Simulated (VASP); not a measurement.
**Sr2TeO: single point with PBE**

The system is Sr2TeO.

```
O Sr Te
1.0
     4.35631    0.00000    0.00000
     0.00000    4.35631    0.00000
     0.00000    0.00000    6.17239
O Sr Te
1 2 1
Direct
  0.00000 0.00000 0.00000
  0.00000 0.00000 0.50000
  0.50000 0.50000 0.00000
  0.50000 0.50000 0.50000
```

| Item | Value |
| --- | --- |
| Program | VASP 6.6.1 |
| Task | single point |
| Functional | PBE |
| Potentials or basis | VASP PAW PBE potentials, release 64 (O, Sr_sv, Te) |
| Cutoff | 520 eV |
| k mesh | 4 × 4 × 4 |
| Occupations | gaussian, width 0.01 eV |
| Spin | no spin polarisation |

| Item | Value |
| --- | --- |
| Pressure | 0.7 GPa |
| Band gap on the k mesh | 1.45 eV, direct |

Levels at points of the mesh, in eV from the valence-band top:
| k point | band 13 | band 14 | band 15 | band 16 | band 17 | band 18 | band 19 | band 20 |
| --- | --- | --- | --- | --- | --- | --- | --- | --- |
| (0.00, 0.00, 0.00) | -0.65 | 0.00 | 0.00 | 0.00 | 1.45 | 2.06 | 3.67 | 3.67 |
| (0.50, 0.00, 0.00) | -1.60 | -1.01 | -0.47 | -0.42 | 3.31 | 4.32 | 4.49 | 4.81 |
| (0.50, 0.50, 0.00) | -0.99 | -0.29 | -0.29 | -0.20 | 1.80 | 1.80 | 3.90 | 4.80 |
| (0.00, 0.00, 0.50) | -0.72 | -0.72 | -0.14 | -0.14 | 1.65 | 3.26 | 3.57 | 4.26 |
| (0.50, 0.00, 0.50) | -1.79 | -0.75 | -0.58 | -0.46 | 3.68 | 4.57 | 4.88 | 4.99 |
| (0.50, 0.50, 0.50) | -2.02 | -0.60 | -0.60 | -0.59 | 3.16 | 3.16 | 4.80 | 4.87 |

It took 77 s on 1 thread of AMD EPYC 7R13 Processor (Zen 3) (shared host), peak memory 0.2 GiB.

Caveat: spin-orbit coupling is left out, which moves the levels of the heavy elements. A k mesh can miss the band edges.
